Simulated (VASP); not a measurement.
Runs of VASP 6.6.1 on CaO (Lime). The structure is that of space group Fm-3m (No. 225), or close to it. The cells are those of the table. 

```tsv
cell	gap on the mesh (eV)	pressure (GPa)
a = 3.386, b = 3.386, c = 3.369 Å, angles 60.2, 60.2, 59.7°, 2 atoms	3.51	-0.3
a = 3.409, b = 3.409, c = 3.415 Å, angles 59.9, 59.9, 60.1°, 2 atoms	3.53	-3.2
a = 3.398, b = 3.398, c = 3.392 Å, angles 60.1, 60.1, 59.9°, 2 atoms	3.53	-1.8
a = 3.392, b = 3.392, c = 3.381 Å, angles 60.1, 60.1, 59.8°, 2 atoms	3.52	(a)
a = 3.420, b = 3.420, c = 3.437 Å, angles 59.8, 59.8, 60.3°, 2 atoms	3.51	-4.5
a = 3.403 Å, angles 60.0°, 2 atoms	(b)	-2.5
a = 3.415, b = 3.415, c = 3.426 Å, angles 59.9, 59.9, 60.2°, 2 atoms	3.52	-3.9
```

Alike in all rows: task single point; level PBEsol; potentials or basis VASP PAW PBE potentials, release 64 (Ca_sv, O); no spin polarisation; k mesh 8 × 8 × 8; cutoff (eV) 520; smearing gaussian 0.05 eV.

Estimate the missing entries.

(a) -1.1; (b) 3.54.

Caveats: the PAW data sets were made with another functional, which shifts forces and pressure a little.

A k mesh can miss the band edges.
